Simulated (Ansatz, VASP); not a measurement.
## One calculation of SnO, two programs

```xyz
2
Lattice="0.0000 2.5621 2.5621 2.5621 0.0000 2.5621 2.5621 2.5621 0.0000" Properties=species:S:1:pos:R:3 pbc="T T T"
Sn    0.0000    0.0000    0.0000
O     2.5621    2.5621    2.5621
```

Alike in both runs: task single point; functional r2SCAN; k mesh 8 × 8 × 8; occupations fermi-dirac, width 0.02 eV; no spin polarisation.

```csv
,VASP,Ansatz
version,VASP 6.6.1,Ansatz 0.2.0
potentials or method,"VASP PAW PBE potentials, release 64 (Sn_d, O)","plane waves, PAW"
plane-wave cutoff (eV),520,500
valence electrons in the cell,20,20
```

|  | VASP | Ansatz | Ansatz less VASP |
| --- | --- | --- | --- |
| gap on the k mesh at the Fermi level (eV) | 0.99 | 0.99 | 0.000 |
| pressure (GPa) | -2.7 | -2.8 | -0.12 |

VASP's potentials were made for PBE, not for r2SCAN. With one functional, cell and mesh, what is left measures potentials, basis and numerics.
